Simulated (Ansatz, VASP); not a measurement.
# ZnS3 in VASP and in Ansatz

```
Zn S
1.0
     0.00000    3.18086    3.18086
     3.18086    0.00000    3.18086
     3.18086    3.18086    0.00000
Zn S
1 3
Direct
  0.00000 0.00000 0.00000
  0.50000 0.50000 0.50000
  0.25000 0.25000 0.25000
  0.75000 0.75000 0.75000
```

Alike in both runs: functional PBE; k mesh 12 × 12 × 12; occupations gaussian, width 0.1 eV; no spin polarisation.

Ansatz relaxed the structure, and its values are those at the end. VASP's run is a single point on that final structure, the one shown.

```csv
,VASP,Ansatz
version,VASP 6.6.1,Ansatz 0.2.0
potentials or method,"VASP PAW PBE potentials, release 64 (Zn, S), cutoff 520 eV","scalar-relativistic, plane waves, PAW"
valence electrons in the cell,30,30
```

|  | VASP | Ansatz | Ansatz less VASP |
| --- | --- | --- | --- |
| gap on the k mesh at the Fermi level (eV) | none | none | - |
| pressure (GPa) | 0.0 | 0.0 | +0.01 |

A gap of «none» marks a metal or a gap that the smearing closes. With one functional, cell and mesh, what is left measures potentials, basis and numerics.
